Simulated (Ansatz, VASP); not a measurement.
# Two plane-wave programs on KCoF3

```
K F Co
1.0
     4.07100    0.00000    0.00000
     0.00000    4.07100    0.00000
     0.00000    0.00000    4.07100
K F Co
1 3 1
Direct
  0.00000 0.00000 0.00000
  0.00000 0.50000 0.50000
  0.50000 0.00000 0.50000
  0.50000 0.50000 0.00000
  0.50000 0.50000 0.50000
```

Alike in both runs: task single point; functional LDA; k mesh 5 × 5 × 5; occupations fermi-dirac, width 0.003 eV; collinear spin; Hubbard terms Co d U = 3.32 eV.

|  | VASP | Ansatz |
| --- | --- | --- |
| version | VASP 6.6.1 | Ansatz 0.2.0 |
| potentials or method | VASP PAW LDA potentials, release 64 (K_sv, F, Co_sv), cutoff 700 eV | PAW, plane waves, scalar-relativistic |
| valence electrons in the cell | 47 | 47 |

VASP gave:

| Item | Value |
| --- | --- |
| pressure (GPa) | -7.4 |
| net moment per atom (μB) | 0.60 |
| size of the moment on the site where the two differ most (μB) | 2.70 |

**Question.** Estimate Ansatz's values.

**Answer.** Pressure (GPa): -6.6; net moment per atom (μB): 0.60; size of the moment on the site where the two differ most (μB): 2.57.

LDA's correlation is that of Perdew and Zunger in VASP and of Perdew and Wang (1992) in Ansatz. Site moments also hang on the region over which each program counts them. The programs project onto different local orbitals, so the same U acts differently, and such runs can settle in different states. Ansatz's warnings: filled band counts differ across k points.
